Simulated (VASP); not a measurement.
**InF3: single point with LDA**

Crystal: InF3.

```
In F
1.0
     2.54463    1.46914    4.84768
    -2.54463    1.46914    4.84768
     0.00000   -2.93828    4.84768
In F
2 6
Cartesian
  0.0000 0.0000 0.0000
  0.0000 0.0000 7.2715
  0.7824 1.4691 8.4834
  -1.6635 -0.0570 8.4834
  0.8811 -1.4122 8.4834
  -0.7824 -1.4691 6.0596
  1.6635 0.0570 6.0596
  -0.8811 1.4122 6.0596
```

| Item | Value |
| --- | --- |
| Program | VASP 6.6.1 |
| Task | single point |
| Functional | LDA |
| Potentials or basis | VASP PAW LDA potentials, release 64 (In_d, F) |
| Cutoff | 520 eV |
| k mesh | 6 × 6 × 6 |
| Occupations | gaussian, width 0.02 eV |
| Spin | no spin polarisation |

```json
{
  "Pressure": "0.6 GPa",
  "Largest force": "0.048 eV/Å",
  "Band gap on the k mesh": "4.26 eV (least direct gap 4.27 eV)"
}
```

Forces on the atoms (eV/Å):
```
In   0.000  0.000  0.000
In   0.000  0.000  0.000
F    0.048  0.000  0.000
F   -0.024  0.041  0.000
F   -0.024 -0.041  0.000
F   -0.048  0.000  0.000
F    0.024 -0.041  0.000
F    0.024  0.041  0.000
```

Stress tensor (GPa, compression positive):
```
0.51 0.00 0.00
0.00 0.51 0.00
0.00 0.00 0.68
```

Levels at points of the mesh, in eV from the valence-band top:
```tsv
k point	band 32	band 33	band 34	band 35	band 36	band 37
(0.00, 0.00, 0.00)	-0.16	-0.01	-0.01	4.26	9.89	10.55
(0.50, 0.00, 0.00)	-0.30	-0.15	-0.15	6.99	6.99	11.27
(0.50, 0.50, 0.00)	-0.19	-0.07	0.00	6.95	8.52	9.79
(0.50, 0.50, 0.50)	-0.12	-0.12	-0.12	6.74	6.74	12.04
```

Run time: 90 s on 1 thread of AMD EPYC 9R45 96-Core Processor (Zen 5) (shared host), peak memory 0.24 GiB.

Caveat: spin-orbit coupling is left out, which moves the levels of the heavy elements. A k mesh can miss the band edges.
